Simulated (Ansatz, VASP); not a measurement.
Given: the input of a run of VASP 6.6.1 on GaF.

File POSCAR:

```
GaF
1.0
    3.1231320521      0.0000000000      0.0000000000
    0.0000000000      3.1231320521      0.0000000000
    0.0000000000      0.0000000000      3.1231320521
Ga F
1 1
Direct
    0.0000000000      0.0000000000      0.0000000000
    0.5000000000      0.5000000000      0.5000000000
```

INCAR.step1

```
ALGO = Normal
EDIFF = 1E-5
ENCUT = 520
GGA = PE
ISIF = 2
ISMEAR = -1
LASPH = True
LCHARG = False
LREAL = False
LWAVE = True
NBANDS = 17
NELM = 80
PREC = Accurate
SIGMA = 0.05
```

Contents of INCAR.step2:

```
AEXX = 0.1
ALGO = Normal
EDIFF = 1E-6
ENCUT = 520
ISIF = 2
ISMEAR = -1
ISTART = 1
LASPH = True
LCHARG = False
LHFCALC = True
LMIXTAU = True
LREAL = False
LWAVE = False
METAGGA = R2SCAN
NBANDS = 17
NELM = 80
PREC = Accurate
PRECFOCK = Normal
SIGMA = 0.05
```

KPOINTS

```
k-points
0
Gamma
  4 4 4
```

Potentials or basis: VASP PAW PBE potentials, release 64 (Ga_d, F).

Launch:

```sh
$ cat potpaw_PBE.64/Ga_d/POTCAR potpaw_PBE.64/F/POTCAR > POTCAR
$ cp INCAR.step1 INCAR
$ mpirun -np 1 vasp_std > vasp.out
$ cp INCAR.step2 INCAR
$ mpirun -np 1 vasp_std > vasp.out
```

Task: Translate it to Ansatz 0.2.0. Potentials there: Ansatz PAW.

Result: As run (the cutoff follows the program's own potentials):

input.yaml

```yaml
crystal:
  lattice:
    - [3.1231320521, 0.0, 0.0]
    - [0.0, 3.1231320521, 0.0]
    - [0.0, 0.0, 3.1231320521]
  atoms:
    - { symbol: Ga, position: [0.0, 0.0, 0.0] }
    - { symbol: F, position: [0.5, 0.5, 0.5] }
hamiltonian:
  xc: r2scanh
  pseudopotentials: { kind: paw }
kpoints:
  mp_grid: { grid: [4, 4, 4] }
scf:
  occupations: { method: fermi_dirac, width: 0.05 }
output:
  forces: true
  stress: true
  eigenvalues: true
```

Potentials or basis: Ansatz PAW.

Command:

```bash
$ ansatz run input.yaml --threads 2 --pin off --max-ram 5632MiB --backend cpu --events-out ev --progress --plain --runs-dir out
```

Both were run:

|  | VASP | Ansatz | Ansatz less VASP |
| --- | --- | --- | --- |
| gap on the k mesh at the Fermi level (eV) | 0.67 | 0.63 | -0.041 |
| least direct gap on the mesh (eV) | 1.99 | 1.97 | -0.015 |
| pressure (GPa) | 0.7 | 0.9 | +0.24 |

VASP's potentials were made for PBE, not for r2SCANh.

The k mesh is coarse, so the values compare programs but aren't converged.
